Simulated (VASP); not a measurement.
SiO2, 3 atoms in the cell. Symmetry: R-3m, No. 166, trigonal system. Conventional cell: a = 2.691 Å, b = 2.691 Å, c = 14.091 Å, α = 90.00°, β = 90.00°, γ = 120.00°. Within 2.4 Å of Si (site symmetry -3m) lie 6 O at 1.80 Å. O (site symmetry 3m) has 3 Si at 1.80 Å and 3 O at 2.40 Å within 2.5 Å. 

| Item | Value |
| --- | --- |
| Program | VASP 6.6.1 |
| Task | single point |
| Functional | PBE |
| Dispersion | D3(BJ) |
| Potentials or basis | VASP PAW PBE potentials, release 64 (Si, O) |
| Cutoff | 520 eV |
| k mesh | 12 × 12 × 12 |
| Occupations | gaussian, width 0.02 eV |
| Spin | no spin polarisation |
| Dipole correction | no |
| Further INCAR settings | ALGO = Normal; EDIFF = 1e-07; NBANDS = 15 |

Potentials or basis: VASP PAW PBE potentials, release 64 (Si, O).

Command:

```console
$ cat potpaw_PBE.64/Si/POTCAR potpaw_PBE.64/O/POTCAR > POTCAR
$ mpirun -np 1 vasp_std > vasp.out
```

Hardware: 1 thread of Intel(R) Xeon(R) Platinum 8175M CPU @ 2.50GHz (Skylake/Cascade Lake), with other jobs on the host.

Task: How long does it take, and how much memory?

Result: Wall time 3.5 min on 1 thread of Intel(R) Xeon(R) Platinum 8175M CPU @ 2.50GHz (Skylake/Cascade Lake), with other jobs on the host, peak memory 0.27 GiB. Counts: scf iterations 14, k points 189.
